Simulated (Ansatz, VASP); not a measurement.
# C: VASP beside Ansatz

Contents of INCAR:

```
  PREC = Accurate
  ENCUT = 600
  EDIFF = 1E-6
  ISMEAR = -1
  SIGMA = 0.1
  LREAL = F
  LASPH = T
  NELM = 120
  ALGO = Normal
  ISIF = 2
  LWAVE = F
  LCHARG = T
  GGA = RE
  LELF = T
  LVHAR = T
  NBANDS = 8
  GGA_COMPAT = F
```

KPOINTS

```
Automatic mesh
0
Gamma
  20 20 20
```

File POSCAR:

```
C
1.0
    1.8438461039      0.0000000000      0.0000000000
    0.0000000000      1.8438461039      0.0000000000
    0.0000000000      0.0000000000      1.8438461039
C
1
Direct
    0.0000000000      0.0000000000      0.0000000000
```

Input for Ansatz:

```yaml
crystal:
  lattice:
    - [1.8438461039, 0.0, 0.0]
    - [0.0, 1.8438461039, 0.0]
    - [0.0, 0.0, 1.8438461039]
  atoms:
    - { symbol: C, position: [0.0, 0.0, 0.0] }
hamiltonian:
  xc: revpbe
  pseudopotentials:
    kind: paw
    azcp:
      C: "pseudopotentials/C.paw.azcp"
basis:
  ecutwfc: 420
  fft_grid_basis: typed
kpoints:
  mp_grid: { grid: [20, 20, 20], shift: [0, 0, 0] }
magnetization:
  spin_polarized: false
scf:
  occupations: { method: fermi_dirac, width: 0.1 }
  lower_state_search: "off"
output:
  stress: true
  write_density: true
  write_potential: true
  elf: true
  volumetric_format: npy
```

Alike in both runs: task single point; functional revPBE; k mesh 20 × 20 × 20; occupations fermi-dirac, width 0.1 eV; no spin polarisation.

|  | VASP | Ansatz |
| --- | --- | --- |
| version | VASP 6.6.1 | Ansatz 0.2.0 |
| potentials or method | VASP PAW PBE potentials, release 64 (C), cutoff 600 eV | plane waves (420 eV) with PAW, scalar-relativistic |
| valence electrons in the cell | 4 | 4 |

VASP gave:

| Property | Result |
| --- | --- |
| pressure (GPa) | -26.2 |

Q: What did Ansatz give for the same quantities?

A: Pressure (GPa): -25.9.

VASP's potentials were made for PBE, not for revPBE. With one functional, cell and mesh, what is left measures potentials, basis and numerics.
